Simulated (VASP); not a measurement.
A run of VASP 6.6.1 is set up as follows.

INCAR

```
SYSTEM = Sb6Se
PREC     = Accurate       ! precision mode
ENCUT    = 520            ! plane-wave cutoff, eV
EDIFF    = 1E-7           ! SCF threshold, eV
ISMEAR   = -1             ! smearing method
SIGMA    = 0.05           ! smearing width, eV
LREAL    = .FALSE.        ! projectors in reciprocal space
LASPH    = .TRUE.         ! aspherical terms in the spheres
NELM     = 60             ! most SCF steps
ALGO     = Normal         ! electronic algorithm
ISIF     = 2              ! what is computed and relaxed
LWAVE    = .FALSE.        ! write WAVECAR
LCHARG   = .TRUE.         ! write CHGCAR
GGA      = PE             ! functional
LELF     = .TRUE.         ! ELF
LVHAR    = .TRUE.       
NBANDS   = 27             ! bands
```

Contents of KPOINTS:

```
Automatic mesh
0
G
  4 4 4
  0 0 0
```

The input POSCAR:

```
Sb6Se
1.0
    7.3624618243      0.0000000000      0.0000000000
    0.0000000000      7.3624618243      0.0000000000
    0.0000000000      0.0000000000      7.3624618243
Sb Se
6 1
Direct
    0.2111600000      0.5000000000      0.5000000000
    0.5000000000      0.2111600000      0.5000000000
    0.7888400000      0.5000000000      0.5000000000
    0.5000000000      0.7888400000      0.5000000000
    0.5000000000      0.5000000000      0.2111600000
    0.5000000000      0.5000000000      0.7888400000
    0.0000000000      0.0000000000      0.0000000000
```

Potentials or basis: VASP PAW PBE potentials, release 64 (Sb, Se).

Run with:

```bash
$ cat potpaw_PBE.64/Sb/POTCAR potpaw_PBE.64/Se/POTCAR > POTCAR
$ mpirun -np 1 vasp_std > vasp.out
```

Question: Estimate the band gap on the k mesh.

Answer: Zero (band 18 reaches 1.63 eV, above the bottom of band 19 at 0.88 eV).

Question: Estimate the largest force.

Answer: 0.381 eV/Å.

Question: Estimate the pressure.

Answer: 1.0 GPa.

Forces on the atoms (eV/Å):
```
Sb  -0.381  0.000  0.000
Sb   0.000 -0.381  0.000
Sb   0.381  0.000  0.000
Sb   0.000  0.381  0.000
Sb   0.000  0.000 -0.381
Sb   0.000  0.000  0.381
Se   0.000  0.000  0.000
```

Caveat: spin-orbit coupling is left out, which moves the levels of the heavy elements.
